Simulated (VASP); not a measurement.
# GaAs (F-43m) in VASP: dielectric tensor with PBEsol

Aim: the dielectric tensor of GaAs with PBEsol.

Everything below comes from runs of VASP 6.6.1. Logs are shortened: lines on timing, memory, paths and dates and some standing lists are left out, and cuts for length are marked.

## Step 1: The cell of the first run

Symmetry: F-43m, No. 216, cubic system. Conventional cell: a = 5.654 Å, b = 5.654 Å, c = 5.654 Å, α = 90.00°, β = 90.00°, γ = 90.00°. Within 3.2 Å of Ga (site symmetry -43m) lie 4 As at 2.45 Å. As (site symmetry -43m) has 4 Ga at 2.45 Å within 3.2 Å.

## Step 2: Dielectric tensor, PBEsol

INCAR

```
SYSTEM = GaAs
  ALGO = Normal
  EDIFF = 1E-8
  ENCUT = 520
  GGA = PS
  ISIF = 2
  ISMEAR = 0
  LASPH = .True.
  LCHARG = .False.
  LEPSILON = .True.
  LREAL = .False.
  LWAVE = .False.
  NELM = 60
  PREC = Accurate
  SIGMA = 0.01
```

KPOINTS

```
k-points
0
Gamma
  6 6 6
  0 0 0
```

POSCAR

```
GaAs
1.0
    0.0000000000      2.8268500000      2.8268500000
    2.8268500000      0.0000000000      2.8268500000
    2.8268500000      2.8268500000      0.0000000000
Ga As
1 1
Direct
    0.0000000000      0.0000000000      0.0000000000
    0.2500000000      0.2500000000      0.2500000000
```

Potentials or basis: VASP PAW PBE potentials, release 64 (Ga_d, As).

The run is started by

```console
$ cat potpaw_PBE.64/Ga_d/POTCAR potpaw_PBE.64/As/POTCAR > POTCAR
$ mpirun -np 1 vasp_std > vasp.out
```

OUTCAR:

```text
SYSTEM = GaAs
   EDIFF = 1E-8
   ENCUT = 520
   GGA = PS
   ISIF = 2
   ISMEAR = 0
   LASPH = .True.
   LEPSILON = .True.
   LREAL = .False.
   NELM = 60
   PREC = Accurate

 ion  position               nearest neighbor table
   1  0.000  0.000  0.000-   2 2.45   2 2.45   2 2.45   2 2.45
   2  0.250  0.250  0.250-   1 2.45   1 2.45   1 2.45   1 2.45

  LATTYP: Found a face centered cubic cell.
 ALAT       =     5.6537000000

  Lattice vectors:

 A1 = (   0.0000000000,   2.8268500000,   2.8268500000)
 A2 = (   2.8268500000,   0.0000000000,   2.8268500000)
 A3 = (   2.8268500000,   2.8268500000,   0.0000000000)

Analysis of symmetry for initial positions (statically):
=====================================================================
 Subroutine PRICEL returns:
 Original cell was already a primitive cell.

 Routine SETGRP: Setting up the symmetry group for a
 face centered cubic supercell.

 Subroutine GETGRP returns: Found 24 space group operations
 (whereof 24 operations were pure point group operations)
 out of a pool of 48 trial point group operations.

The static configuration has the point symmetry T_d .

Analysis of symmetry for dynamics (positions and initial velocities):
=====================================================================
 Subroutine PRICEL returns:
 Original cell was already a primitive cell.

 Routine SETGRP: Setting up the symmetry group for a
 face centered cubic supercell.

 Subroutine GETGRP returns: Found 24 space group operations
 (whereof 24 operations were pure point group operations)
 out of a pool of 48 trial point group operations.

The dynamic configuration has the point symmetry T_d .

 Subroutine INISYM returns: Found 24 space group operations
 (whereof 24 operations are pure point group operations),
 and found     1 'primitive' translations

----------------------------------------------------------------------------------------

                                     Primitive cell

  volume of cell :      45.1792

  direct lattice vectors                    reciprocal lattice vectors
     0.000000000  2.826850000  2.826850000    -0.176875321  0.176875321  0.176875321
     2.826850000  0.000000000  2.826850000     0.176875321 -0.176875321  0.176875321
     2.826850000  2.826850000  0.000000000     0.176875321  0.176875321 -0.176875321

  length of vectors
     3.997769609  3.997769609  3.997769609     0.306357042  0.306357042  0.306357042

  position of ions in fractional coordinates (direct lattice)
     0.000000000  0.000000000  0.000000000
     0.250000000  0.250000000  0.250000000

  ion indices of the primitive-cell ions
   primitive index   ion index
                 1           1
                 2           2

----------------------------------------------------------------------------------------

 KPOINTS: k-points

Automatic generation of k-mesh.
 Grid dimensions read from file:
 generate k-points for:    6    6    6

 Generating k-lattice:

  Cartesian coordinates                     Fractional coordinates (reciprocal lattice)
    -0.029479220  0.029479220  0.029479220     0.166666667  0.000000000  0.000000000
     0.029479220 -0.029479220  0.029479220     0.000000000  0.166666667  0.000000000
     0.029479220  0.029479220 -0.029479220     0.000000000  0.000000000  0.166666667

  Length of vectors
     0.051059507  0.051059507  0.051059507

  Shift w.r.t. Gamma in fractional coordinates (k-lattice)
     0.000000000  0.000000000  0.000000000

 Subroutine IBZKPT returns following result:
 ===========================================

 Found     16 irreducible k-points:

 Following reciprocal coordinates:
            Coordinates               Weight
  0.000000  0.000000  0.000000      1.000000
[... 66 lines left out ...]
  energy-cutoff  :      520.00
  volume of cell :       45.18
 maximum number of plane-waves:      1243
 NGX is ok and might be reduce to    30
   NGX = 15   NGY = 15   NGZ = 15

--------------------------------------- Ionic step        1  -------------------------------------------

 number of electron      17.9999995 magnetization

 E-fermi :   3.8574     XC(G=0):  -9.7687

 val. band max:        3.8140142343   @ k =   0.0000   0.0000   0.0000
 cond. band min:       4.2667964445   @ k =   0.0000   0.0000   0.0000
 fundamental gap:      0.4527822103
 Fermi energy:         3.8574012188

 k-point     1 :       0.0000    0.0000    0.0000
  band No.  band energies     occupation
      1     -10.9730      2.00000
      2     -10.9730      2.00000
      3     -10.9730      2.00000
      4     -10.8932      2.00000
      5     -10.8932      2.00000
      6      -8.9392      2.00000
      7       3.8140      2.00000
      8       3.8140      2.00000
      9       3.8140      2.00000
     10       4.2668      0.00000
     11       7.4970      0.00000
     12       7.4970      0.00000
     13       7.4970      0.00000
[... 226 lines left out ...]
  band No.  band energies     occupation
      1     -11.0763      2.00000
      2     -10.9370      2.00000
      3     -10.9276      2.00000
      4     -10.9085      2.00000
      5     -10.8861      2.00000
      6      -6.3699      2.00000
      7      -2.9047      2.00000
      8       0.4300      2.00000
      9       0.5713      2.00000
     10       6.9912      0.00000
     11       7.2031      0.00000
     12      10.8573      0.00000
     13      11.1473      0.00000

  FORCE on cell =-STRESS in cart. coord.  units (eV):
  Direction    XX          YY          ZZ          XY          YZ          ZX
  --------------------------------------------------------------------------------------
  -------------------------------------------------------------------------------------
  Total        0.0934055      0.0934055      0.0934055      0.0000000     -0.0000000      0.0000000
  in kB        3.3124143      3.3124143      3.3124143      0.0000000     -0.0000000      0.0000000
  external PRESSURE =       3.3124143 kB  Pullay stress =       0.0000000 kB

 VOLUME and BASIS-vectors are now :
 -----------------------------------------------------------------------------
  energy-cutoff  :      520.00
  volume of cell :       45.18
      direct lattice vectors                 reciprocal lattice vectors
     0.000000000  2.826850000  2.826850000    -0.176875321  0.176875321  0.176875321
     2.826850000  0.000000000  2.826850000     0.176875321 -0.176875321  0.176875321
     2.826850000  2.826850000  0.000000000     0.176875321  0.176875321 -0.176875321

 POSITION                                       TOTAL-FORCE (eV/Angst)
 -----------------------------------------------------------------------------------
      0.00000      0.00000      0.00000         0.000000      0.000000      0.000000
      1.41342      1.41342      1.41342        -0.000000     -0.000000     -0.000000
 -----------------------------------------------------------------------------------
    total drift:                               -0.000000     -0.000000      0.000000

  FREE ENERGIE OF THE ION-ELECTRON SYSTEM (eV)
  ---------------------------------------------------
  free  energy   TOTEN  =        -9.0659358933 eV

  energy  without entropy=       -9.0659358933  energy(sigma->0) =       -9.06593589

 HEAD OF MICROSCOPIC STATIC DIELECTRIC TENSOR (INDEPENDENT PARTICLE, excluding Hartree and local field effects)
 ------------------------------------------------------
          69.974029     0.000000     0.000000
          -0.000000    69.974029     0.000000
          -0.000000     0.000000    69.974029
 ------------------------------------------------------

 Free energy of the ion-electron system (eV)
  ---------------------------------------------------
  ---------------------------------------------------
  free energy    TOTEN  =        -8.78128046 eV

  energy without entropy =       -8.78128046

------------------------ aborting loop because EDIFF is reached ----------------------------------------

--------------------------------------- Ionic step        2  -------------------------------------------

------------------------ aborting loop because EDIFF is reached ----------------------------------------

--------------------------------------- Ionic step        3  -------------------------------------------

 Free energy of the ion-electron system (eV)
  ---------------------------------------------------
  ---------------------------------------------------
  free energy    TOTEN  =        -8.78128005 eV

  energy without entropy =       -8.78128005

------------------------ aborting loop because EDIFF is reached ----------------------------------------

 PIEZOELECTRIC TENSOR FIELD DIRECTION 3  (e Angst)
 -----------------------------------------------------------------------------
     0.00036 -4.03682  0.00000           (  0.00001 -0.02067  0.00000)
    -4.03682  0.00036  0.00000           ( -0.02067  0.00001  0.00000)
     0.00000  0.00000 -0.00235           (  0.00000  0.00000 -0.00000)

 PIEZOELECTRIC TENSOR FIELD DIRECTION 3  (C/m^2)
 -----------------------------------------------------------------------------
     0.00013 -1.43157  0.00000
    -1.43157  0.00013  0.00000
     0.00000  0.00000 -0.00083

 MACROSCOPIC STATIC DIELECTRIC TENSOR (including local field effects in DFT)
 ------------------------------------------------------
          69.041148    -0.000000    -0.000000
          -0.000000    69.041148     0.000000
           0.000000    -0.000000    69.041148
 ------------------------------------------------------

 PIEZOELECTRIC TENSOR (including local field effects)  for field in x, y, z        (e  Angst)
          XX          YY          ZZ          XY          YZ          ZX
  --------------------------------------------------------------------------------
  x     0.00000    -0.00000    -0.00000     0.00000    -4.05080     0.00000
  y     0.00000     0.00000     0.00000     0.00000     0.00000    -4.05080
  z     0.00000     0.00000     0.00000    -4.05080     0.00000     0.00000

 PIEZOELECTRIC TENSOR (including local field effects)  for field in x, y, z        (C/m^2)
          XX          YY          ZZ          XY          YZ          ZX
  --------------------------------------------------------------------------------
  x     0.00000    -0.00000    -0.00000     0.00000    -1.43652     0.00000
  y     0.00000     0.00000     0.00000     0.00000     0.00000    -1.43652
  z     0.00000     0.00000     0.00000    -1.43652     0.00000     0.00000

 BORN EFFECTIVE CHARGES (including local field effects) (in |e|, cummulative output)
 ---------------------------------------------------------------------------------
 ion    1
    1     2.63103     0.00000     0.00000
    2     0.00000     2.63103    -0.00000
    3     0.00000    -0.00000     2.63103
 ion    2
    1    -2.63103    -0.00000    -0.00000
    2     0.00000    -2.63103     0.00000
    3    -0.00000     0.00000    -2.63103
```

Wall time 1.8 min (1 thread of Intel Xeon 6975P-C (Granite Rapids), shared host); peak memory 0.22 GiB.

Results:

| Property | Result |
| --- | --- |
| Band gap on the k mesh | 0.45 eV, direct |
| Electronic dielectric tensor (diagonal) | 69.04 |
| Born charges (mean of the diagonal) | Ga +2.63; As -2.63 e |

Electronic dielectric tensor:
```
69.04  0.00  0.00
 0.00 69.04  0.00
 0.00  0.00 69.04
```

Born effective charge tensors (e):
atom 1, Ga
```
2.63 0.00 0.00
0.00 2.63 0.00
0.00 0.00 2.63
```
atom 2, As
```
-2.63  0.00  0.00
 0.00 -2.63  0.00
 0.00  0.00 -2.63
```

Caveat: the gap is small at this level, which inflates the dielectric constant; the PAW data sets were made with another functional, which shifts forces and pressure a little. PBEsol gaps usually lie below the measured ones, often by a third to a half.
